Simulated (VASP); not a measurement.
# SnPb3Se4 (I4/mmm) in VASP: single point with PBE

Aim: the single point of SnPb3Se4 with PBE.

Everything below comes from runs of VASP 6.6.1. Logs are shortened: lines on timing, memory, paths and dates and some standing lists are left out, and cuts for length are marked.

## (1) The cell of the first run

Symmetry: I4/mmm, No. 139, tetragonal system. The conventional cell has a = 6.163 Å, b = 6.163 Å, c = 12.326 Å, α = 90.00°, β = 90.00°, γ = 90.00°. Sn (site symmetry 4/mmm) has 6 Se at 3.08 Å within 4.1 Å. Within 4.1 Å of Pb (site symmetry -4m2) lie 6 Se at 3.08 Å. Within 4.1 Å of Pb (site symmetry 4/mmm) lie 6 Se at 3.08 Å. Se (site symmetry mmm) has 4 Pb at 3.08 Å and 2 Sn at 3.08 Å within 4.1 Å. Within 4.1 Å of Se (site symmetry 4mm) lie 1 Sn at 3.08 Å and 5 Pb at 3.08 Å.

## (2) Single point, PBE

Input file INCAR:

```
PREC = Accurate
ENCUT = 520
EDIFF = 1E-7
ISMEAR = 0
SIGMA = 0.1
LREAL = F
LASPH = T
NELM = 80
ALGO = Normal
ISIF = 2
LWAVE = F
LCHARG = F
GGA = PE
NBANDS = 50
```

Input file KPOINTS:

```
regular mesh
0
Gamma
  4 4 4
```

Input file POSCAR:

```
SnPb3Se4
1.0
   -3.0814291400      3.0814291400      6.1628582700
    3.0814291400     -3.0814291400      6.1628582700
    3.0814291400      3.0814291400     -6.1628582700
Sn Pb Se
1 3 4
Direct
    0.0000000000      0.0000000000      0.0000000000
    0.7500000000      0.2500000000      0.5000000000
    0.2500000000      0.7500000000      0.5000000000
    0.5000000000      0.5000000000      0.0000000000
    0.5000000000      0.0000000000      0.5000000000
    0.0000000000      0.5000000000      0.5000000000
    0.2500000000      0.2500000000      0.0000000000
    0.7500000000      0.7500000000      0.0000000000
```

Potentials or basis: VASP PAW PBE potentials, release 64 (Sn_d, Pb_d, Se).

Launch:

```
> cat potpaw_PBE.64/Sn_d/POTCAR potpaw_PBE.64/Pb_d/POTCAR potpaw_PBE.64/Se/POTCAR > POTCAR
> mpirun -np 1 vasp_std > vasp.out
```

OUTCAR:

```text
PREC = Accurate
   ENCUT = 520
   EDIFF = 1E-7
   ISMEAR = 0
   LREAL = F
   LASPH = T
   NELM = 80
   ISIF = 2
   GGA = PE

 ion  position               nearest neighbor table
   1  0.000  0.000  0.000-   7 3.08   8 3.08   5 3.08   6 3.08   6 3.08   5 3.08
   2  0.750  0.250  0.500-   5 3.08   6 3.08   7 3.08   8 3.08   8 3.08   7 3.08
   3  0.250  0.750  0.500-   5 3.08   6 3.08   7 3.08   8 3.08   7 3.08   8 3.08
   4  0.500  0.500  0.000-   7 3.08   8 3.08   5 3.08   6 3.08   5 3.08   6 3.08
   5  0.500  0.000  0.500-   2 3.08   3 3.08   1 3.08   4 3.08   4 3.08   1 3.08
   6  0.000  0.500  0.500-   2 3.08   3 3.08   1 3.08   4 3.08   1 3.08   4 3.08
   7  0.250  0.250  0.000-   1 3.08   4 3.08   3 3.08   2 3.08   3 3.08   2 3.08
   8  0.750  0.750  0.000-   1 3.08   4 3.08   3 3.08   2 3.08   2 3.08   3 3.08

  LATTYP: Found a body centered tetragonal cell.
 ALAT       =     6.1628582800
 C/A-ratio  =     1.9999999968

  Lattice vectors:

 A1 = (  -3.0814291400,   3.0814291400,   6.1628582700)
 A2 = (   3.0814291400,  -3.0814291400,   6.1628582700)
 A3 = (   3.0814291400,   3.0814291400,  -6.1628582700)

Analysis of symmetry for initial positions (statically):
=====================================================================
 Subroutine PRICEL returns:
 Original cell was already a primitive cell.

 Routine SETGRP: Setting up the symmetry group for a
 body centered tetragonal supercell.

 Subroutine GETGRP returns: Found 16 space group operations
 (whereof 16 operations were pure point group operations)
 out of a pool of 16 trial point group operations.

The static configuration has the point symmetry D_4h.

Analysis of symmetry for dynamics (positions and initial velocities):
=====================================================================
 Subroutine PRICEL returns:
 Original cell was already a primitive cell.

 Routine SETGRP: Setting up the symmetry group for a
 body centered tetragonal supercell.

 Subroutine GETGRP returns: Found 16 space group operations
 (whereof 16 operations were pure point group operations)
 out of a pool of 16 trial point group operations.

The dynamic configuration has the point symmetry D_4h.

 Subroutine INISYM returns: Found 16 space group operations
 (whereof 16 operations are pure point group operations),
 and found     1 'primitive' translations

[... 98 lines left out ...]
   IBRION =     -1    ionic relax: 0-MD 1-quasi-New 2-CG
   NFREE  =      0    steps in history (QN), initial steepest desc. (CG)
   ISIF   =      2    stress and relaxation
   ISYM   =      2    0-nonsym 1-usesym 2-fastsym
   POTIM  = 0.5000    time-step for ionic-motion
   TEBEG  =    0.0;   TEEND  =   0.0 temperature during run
   PSTRESS=    0.0 pullay stress
   NELECT =      80.0000    total number of electrons
   NUPDOWN=      -1.0000    fix difference up-down
   EMIN   =  10.00;   EMAX   =-10.00  energy-range for DOS
   EFERMI =   0.00;   METHOD = LEGACY
   ISMEAR =     0;   SIGMA  =   0.10  broadening in eV -4-tet -1-fermi 0-gaus
   EFERMI_NEDOS =   21; number of points for ismear=-14 and -15
   IALGO  =     38    algorithm
   IMIX   =      4    mixing-type and parameters
     AMIX     =   0.40;   BMIX     =  1.00
     AMIX_MAG =   1.60;   BMIX_MAG =  1.00
  volume/ion in A,a.u.               =      29.26       197.45
  Fermi-wavevector in a.u.,A,eV,Ry     =   1.144606  2.162992 17.825301  1.310123
  Thomas-Fermi vector in A             =   2.281297
   LORBIT       =      0    0 simple, 1 ext, 2 COOP (PROOUT), +10 PAW based schemes
   GGA     = PE    functional components
   LHFCALC =     F    Hartree Fock is set to
   AEXX    =    0.0000 exact exchange contribution
   IVDW    =     0    specifies the selected vdW correction
   LEPSILON=     F    determine dielectric tensor
   LRPA    =     F    only Hartree local field effects (RPA)
 non-spin polarized calculation
 Gauss-broadening in eV      SIGMA  =   0.10
  energy-cutoff  :      520.00
  volume of cell :      234.07
 maximum number of plane-waves:      6387
   NGX = 29   NGY = 29   NGZ = 29

 number of electron      80.0000006 magnetization

 Free energy of the ion-electron system (eV)
  ---------------------------------------------------
  ext. energy  EPLUGINS =         0.00000000
  ---------------------------------------------------
  free energy    TOTEN  =       -32.72480348 eV

  energy without entropy =      -32.72015275  energy(sigma->0) =      -32.72247812

 E-fermi :   5.0629     XC(G=0):  -9.3990

 val. band max:        4.7395229112   @ k =   0.5000   0.5000   0.0000
 cond. band min:       5.0686375266   @ k =   0.5000   0.5000   0.0000
 fundamental gap:      0.3291146154
 Fermi energy:         5.0628660486

 k-point     1 :       0.0000    0.0000    0.0000
  band No.  band energies     occupation
      1     -16.6854      2.00000
      2     -16.6844      2.00000
      3     -16.6805      2.00000
      4     -16.6805      2.00000
      5     -16.6804      2.00000
      6     -12.1049      2.00000
[... 678 lines left out ...]
     49       9.5044      0.00000
     50       9.5049      0.00000

------------------------ aborting loop because EDIFF is reached ----------------------------------------

  FORCE on cell =-STRESS in cart. coord.  units (eV):
  Direction    XX          YY          ZZ          XY          YZ          ZX
  --------------------------------------------------------------------------------------
  -------------------------------------------------------------------------------------
  Total        0.8397554      0.8397554      0.1550128      0.0000000      0.0000000      0.0000000
  in kB        5.7480009      5.7480009      1.0610395      0.0000000      0.0000000      0.0000000
  external PRESSURE =       4.1856804 kB  Pullay stress =       0.0000000 kB

 VOLUME and BASIS-vectors are now :
 -----------------------------------------------------------------------------
  energy-cutoff  :      520.00
  volume of cell :      234.07
      direct lattice vectors                 reciprocal lattice vectors
    -3.081429140  3.081429140  6.162858270     0.000000000  0.162262372  0.081131186
     3.081429140 -3.081429140  6.162858270     0.162262372  0.000000000  0.081131186
     3.081429140  3.081429140 -6.162858270     0.162262372  0.162262372  0.000000000

 POSITION                                       TOTAL-FORCE (eV/Angst)
 -----------------------------------------------------------------------------------
      0.00000      0.00000      0.00000         0.000000      0.000000      0.000000
      0.00000      3.08143      3.08143         0.000000      0.000000      0.000000
      3.08143      0.00000      3.08143         0.000000      0.000000     -0.000000
      0.00000      0.00000      6.16286         0.000000      0.000000      0.000000
      0.00000      3.08143      0.00000         0.000000      0.000000      0.000000
      3.08143      0.00000      0.00000         0.000000      0.000000      0.000000
      0.00000      0.00000      3.08143         0.000000      0.000000     -0.191942
      0.00000      0.00000      9.24429        -0.000000     -0.000000      0.191942
 -----------------------------------------------------------------------------------
    total drift:                               -0.000000     -0.000000      0.000000

  FREE ENERGIE OF THE ION-ELECTRON SYSTEM (eV)
  ---------------------------------------------------
  free  energy   TOTEN  =       -32.7248034841 eV

  energy  without entropy=      -32.7201527481  energy(sigma->0) =      -32.72247812
```

stdout:

```text
POSCAR found type information on POSCAR SnPbSe
 POSCAR found :  3 types and       8 ions
 scaLAPACK will be used
 LDA part: xc-table for (Slater+PW92), standard interpolation
 POSCAR, INCAR and KPOINTS ok, starting setup
 FFT: planning ... GRIDC
 FFT: planning ... GRID_SOFT
 FFT: planning ... GRID
 WAVECAR not read
 entering main loop
```

Run time: 4.8 min. Hardware: 1 thread of AMD EPYC 7R43 (Zen 3), shared host; peak memory 0.45 GiB.

What came out:

- Free energy: -32.7248 eV
- Pressure: 0.4 GPa
- Largest force: 0.192 eV/Å

Forces in eV/Å, atoms in the order of the input:
```
Sn   0.000  0.000  0.000
Pb   0.000  0.000  0.000
Pb   0.000  0.000  0.000
Pb   0.000  0.000  0.000
Se   0.000  0.000  0.000
Se   0.000  0.000  0.000
Se   0.000  0.000 -0.192
Se   0.000  0.000  0.192
```

Stress tensor (GPa, compression positive):
```
0.57 0.00 0.00
0.00 0.57 0.00
0.00 0.00 0.11
```

Caveat: the k points lie up to 0.36 Å⁻¹ apart; spin-orbit coupling is left out, which moves the levels of the heavy elements.
